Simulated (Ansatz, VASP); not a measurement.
One calculation of GaAs, two programs

File INCAR:

```
SYSTEM = GaAs
  PREC = Accurate
  ENCUT = 500
  EDIFF = 1E-6
  ISMEAR = 0
  SIGMA = 0.1
  LREAL = .False.
  LASPH = .True.
  NELM = 120
  ALGO = Normal
  ISIF = 2
  LWAVE = .False.
  LCHARG = .True.
  LELF = .True.
  LVHAR = .True.
  NBANDS = 16
  GGA_COMPAT = .False.
```

KPOINTS

```
regular mesh
0
Gamma
  4 4 4
  0 0 0
```

POSCAR

```
GaAs
1.0
    0.0000000000      2.8750910496      2.8750910496
    2.8750910496      0.0000000000      2.8750910496
    2.8750910496      2.8750910496      0.0000000000
Ga As
1 1
Direct
    0.0000000000      0.0000000000      0.0000000000
    0.2500000000      0.2500000000      0.2500000000
```

Input for Ansatz:

```yaml
crystal:
  lattice:
    - [0.0, 2.8750910496, 2.8750910496]
    - [2.8750910496, 0.0, 2.8750910496]
    - [2.8750910496, 2.8750910496, 0.0]
  atoms:
    - { symbol: Ga, position: [0.0, 0.0, 0.0] }
    - { symbol: As, position: [0.25, 0.25, 0.25] }
basis:
  ecutwfc: 420
kpoints:
  mp_grid: { grid: [4, 4, 4] }
hamiltonian:
  xc: lda
scf:
  occupations: { method: gaussian, width: 0.1 }
output:
  forces: true
  stress: true
  eigenvalues: true
```

Alike in both runs: task single point; functional LDA; k mesh 4 × 4 × 4; occupations gaussian, width 0.1 eV; no spin polarisation.

|  | VASP | Ansatz |
| --- | --- | --- |
| version | VASP 6.6.1 | Ansatz 0.2.0 |
| potentials or method | VASP PAW LDA potentials, release 64 (Ga_d, As), cutoff 500 eV | scalar-relativistic, plane waves, PAW |
| valence electrons in the cell | 18 | 28 |

Ansatz gave:

| Quantity | Value |
| --- | --- |
| gap on the k mesh at the Fermi level (eV) | none |
| pressure (GPa) | -4.0 |

**Question.** Estimate VASP's values.

**Answer.** gap on the k mesh at the Fermi level (eV): none; pressure (GPa): -3.8.

LDA's correlation is that of Perdew and Zunger in VASP and of Perdew and Wang (1992) in Ansatz. A gap of «none» marks a metal or a gap that the smearing closes. VASP's potentials hold 18 valence electrons a cell and Ansatz's 28, so a difference there can come from the potentials and not from the codes.

The k mesh is coarse, so the values compare programs but aren't converged.
